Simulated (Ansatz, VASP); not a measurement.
**Li4Ge2B: VASP beside Ansatz**

```
Li Ge B
1.0
     2.23015    1.28758    6.10657
    -2.23015    1.28758    6.10657
     0.00000   -2.57516    6.10657
Li Ge B
4 2 1
Direct
  0.16400 0.16400 0.16400
  0.29940 0.29940 0.29940
  0.00330 0.00330 0.00330
  0.45900 0.45900 0.45900
  0.59305 0.59305 0.59305
  0.73355 0.73355 0.73355
  0.87560 0.87560 0.87560
```

Alike in both runs: task electric field gradients; functional PBE; k mesh 9 × 9 × 9; occupations fermi-dirac, width 0.05 eV; no spin polarisation.

```csv
,VASP,Ansatz
version,VASP 6.6.1,Ansatz 0.2.0
potentials or method,"VASP PAW PBE potentials, release 64 (Li_sv, Ge_d, B)","plane-wave PAW, scalar-relativistic"
plane-wave cutoff (eV),520,420
valence electrons in the cell,43,43
```

```tsv
	VASP	Ansatz	Ansatz less VASP
rms of the force components (eV/Å)	0.351	0.350	-0.0010
size of Vzz on the site where it differs most (V/Å²)	92.7	97.6	+4.98
```

Atom by atom the forces differ by 0.001 eV/Å (rms over components). With one functional, cell and mesh, what is left measures potentials, basis and numerics.

Noted on VASP's run: the cutoff is under 1.25 times that of the potentials, so the pressure is a little rough.
